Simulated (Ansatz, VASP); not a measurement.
## GaSb: VASP beside Ansatz

Contents of INCAR:

```
SYSTEM = GaSb
  PREC = Accurate
  ENCUT = 600
  EDIFF = 1E-6
  ISMEAR = -1
  SIGMA = 0.08
  LREAL = .False.
  LASPH = .True.
  NELM = 60
  ALGO = Normal
  ISIF = 3
  LWAVE = .False.
  LCHARG = .False.
  GGA = PS
  IBRION = 2
  NSW = 60
  EDIFFG = -0.005
```

KPOINTS

```
Automatic mesh
0
Gamma
  13 13 13
  0 0 0
```

Contents of POSCAR:

```
GaSb
1.0
    0.0000000000      2.7216090333      2.7216090333
    2.7216090333      0.0000000000      2.7216090333
    2.7216090333      2.7216090333      0.0000000000
Ga Sb
1 1
Direct
    0.0000000000      0.0000000000      0.0000000000
    0.5000000000      0.5000000000      0.5000000000
```

Input for Ansatz:

```yaml
crystal:
  lattice:
    - [0.0, 2.7216090333, 2.7216090333]
    - [2.7216090333, 0.0, 2.7216090333]
    - [2.7216090333, 2.7216090333, 0.0]
  atoms:
    - { symbol: Ga, position: [0.0, 0.0, 0.0] }
    - { symbol: Sb, position: [0.5, 0.5, 0.5] }
kpoints:
  mp_grid: { grid: [13, 13, 13] }
scf:
  occupations: { method: fermi_dirac, width: 0.08 }
hamiltonian:
  xc: pbesol
  pseudopotentials: { kind: paw }
output:
  forces: true
  stress: true
relax:
  f_tol: 0.005
  max_steps: 40
  cell: {}
```

Alike in both runs: task relaxation of cell and atoms; functional PBEsol; k mesh 13 × 13 × 13; occupations fermi-dirac, width 0.08 eV; no spin polarisation.

|  | VASP | Ansatz |
| --- | --- | --- |
| version | VASP 6.6.1 | Ansatz 0.2.0 |
| potentials or method | VASP PAW PBE potentials, release 64 (Ga_d, Sb) | PAW with Ansatz's default frozen-core files, scalar-relativistic |
| plane-wave cutoff (eV) | 600 | 420 |
| valence electrons in the cell | 18 | 28 |

|  | VASP | Ansatz | Ansatz less VASP |
| --- | --- | --- | --- |
| relaxed volume (Å³/atom) | 23.14 | 23.11 | -0.029 |
| relaxed cell length with the largest relative difference (Å) | 4.030 | 4.028 | -0.0017 |

VASP's potentials were made for PBE, not for PBEsol. VASP's potentials hold 18 valence electrons a cell and Ansatz's 28, so a difference there can come from the potentials and not from the codes.

Neither program's run includes spin-orbit coupling.
